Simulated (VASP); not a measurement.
**CoSi: single point with PBE**

CoSi:

```
Co Si
1.0
     2.68535    0.00000    0.00000
     0.00000    2.68535    0.00000
     0.00000    0.00000    2.68535
Co Si
1 1
Direct
  0.00000 0.00000 0.00000
  0.50000 0.50000 0.50000
```

* Program: VASP 6.6.1
* Task: single point
* Functional: PBE
* Potentials or basis: VASP PAW PBE potentials, release 64 (Co, Si)
* Cutoff: 520 eV
* k mesh: 14 × 14 × 14
* Occupations: fermi-dirac, width 0.03 eV
* Spin: collinear spin, ferromagnetic start
* Starting moments: [2.0, 0.0] μB
* Dipole correction: no
* Further INCAR settings: ALGO = Normal; EDIFF = 1e-06; NBANDS = 18

```
Pressure                                              : 28.6 GPa
Net moment                                            : 0.42 μB per cell
Site moments                                          : Co +0.41; Si +0.01 μB
Valence electrons inside the program's atomic spheres : Co 8.90; Si 1.64
```

Levels at points of the mesh, in eV from the Fermi level:
Spin up:
| k point | band 5 | band 6 | band 7 | band 8 | band 9 | band 10 |
| --- | --- | --- | --- | --- | --- | --- |
| (0.00, 0.00, 0.00) | -1.70 | -1.70 | 3.29 | 3.29 | 3.29 | 7.71 |
| (0.50, 0.00, 0.00) | -3.14 | -1.51 | -0.63 | 6.49 | 9.02 | 9.02 |
| (0.50, 0.50, 0.00) | -2.65 | -2.65 | -1.00 | 1.91 | 1.98 | 8.97 |
| (0.50, 0.50, 0.50) | -0.95 | -0.95 | 1.12 | 1.12 | 1.12 | 3.93 |
Spin down:
```
           k point  band 3  band 4  band 5  band 6  band 7  band 8  band 9  band 10
(0.00, 0.00, 0.00)   -4.26   -1.43   -1.43   -1.43    3.31    3.31    3.31     7.94
(0.50, 0.00, 0.00)   -3.27   -2.92   -2.92   -1.24    0.02    6.50    9.10     9.10
(0.50, 0.50, 0.00)   -5.75   -4.39   -2.41   -2.41   -0.31    2.14    2.37     8.99
(0.50, 0.50, 0.50)   -6.59   -1.01   -0.26   -0.26    1.15    1.15    1.15     4.13
```

It took 24 s on 1 thread of Intel(R) Xeon(R) 6975P-C (Granite Rapids), with other jobs on the host, peak memory 0.18 GiB.

Caveat: the cell stands under pressure.
